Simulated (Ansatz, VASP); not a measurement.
## Two plane-wave programs on TaSi53

```
Ta Si
1.0
     0.00000    8.14068    8.14068
     8.14068    0.00000    8.14068
     8.14068    8.14068    0.00000
Ta Si
1 53
Direct
  0.24967 0.24982 0.25033
  0.25146 0.25156 0.58348
  0.25155 0.25154 0.91371
  0.25150 0.58316 0.25151
  0.24983 0.58340 0.58334
  0.25154 0.58337 0.91349
  0.25151 0.91346 0.25147
  0.25154 0.91368 0.58318
  0.24991 0.91671 0.91664
  0.58316 0.25150 0.25152
  0.58332 0.25003 0.58328
  0.58324 0.25159 0.91359
  0.58332 0.58330 0.24999
  0.58331 0.58340 0.58326
  0.58345 0.58353 0.91650
  0.58331 0.91359 0.25141
  0.58346 0.91647 0.58352
  0.58348 0.91645 0.91644
  0.91358 0.25148 0.25153
  0.91350 0.25164 0.58335
  0.91665 0.24996 0.91671
  0.91367 0.58321 0.25147
  0.91640 0.58355 0.58352
  0.91642 0.58349 0.91649
  0.91665 0.91667 0.24988
  0.91641 0.91648 0.58354
  0.91669 0.91675 0.91658
  0.16158 0.16150 0.16173
  0.16150 0.16163 0.51535
  0.16721 0.16729 0.83289
  0.16179 0.51480 0.16155
  0.16598 0.50049 0.50046
  0.16600 0.50049 0.83301
  0.16723 0.83256 0.16723
  0.16597 0.83308 0.50038
  0.16726 0.83280 0.83261
  0.51467 0.16174 0.16171
  0.50041 0.16606 0.50044
  0.50051 0.16606 0.83297
  0.50043 0.50040 0.16609
  0.49986 0.50005 0.50002
  0.50045 0.50049 0.83295
  0.50045 0.83297 0.16600
  0.50050 0.83309 0.50029
  0.49995 0.83332 0.83332
  0.83260 0.16725 0.16728
  0.83301 0.16605 0.50046
  0.83264 0.16733 0.83276
  0.83298 0.50041 0.16606
  0.83296 0.50056 0.50038
  0.83325 0.50002 0.83335
  0.83275 0.83265 0.16719
  0.83328 0.83335 0.49996
  0.83330 0.83331 0.83335
```

Alike in both runs: task single point; functional PBE; k mesh 1 × 1 × 1; occupations gaussian, width 0.05 eV; collinear spin.

|  | VASP | Ansatz |
| --- | --- | --- |
| version | VASP 6.6.1 | Ansatz 0.2.0 |
| potentials or method | VASP PAW PBE potentials, release 64 (Ta_pv, Si), cutoff 520 eV | scalar-relativistic, plane waves, PAW |
| valence electrons in the cell | 223 | 225 |

```csv
,VASP,Ansatz,Ansatz less VASP
gap on the k mesh at the Fermi level (eV),none,none,-
rms of the force components (eV/Å),0.010,0.009,-0.0008
net moment per atom (μB),0.02,0.02,0.000
size of the moment on the site where the two differ most (μB),0.44,0.33,-0.106
```

Site moments also hang on the region over which each program counts them. Atom by atom the forces differ by 0.002 eV/Å (rms over components). A gap of «none» marks a metal or a gap that the smearing closes. VASP's potentials hold 223 valence electrons a cell and Ansatz's 225, so a difference there can come from the potentials and not from the codes. Ansatz's warnings: moment headroom below auto, stability check not made.

Spin-orbit coupling is off throughout.
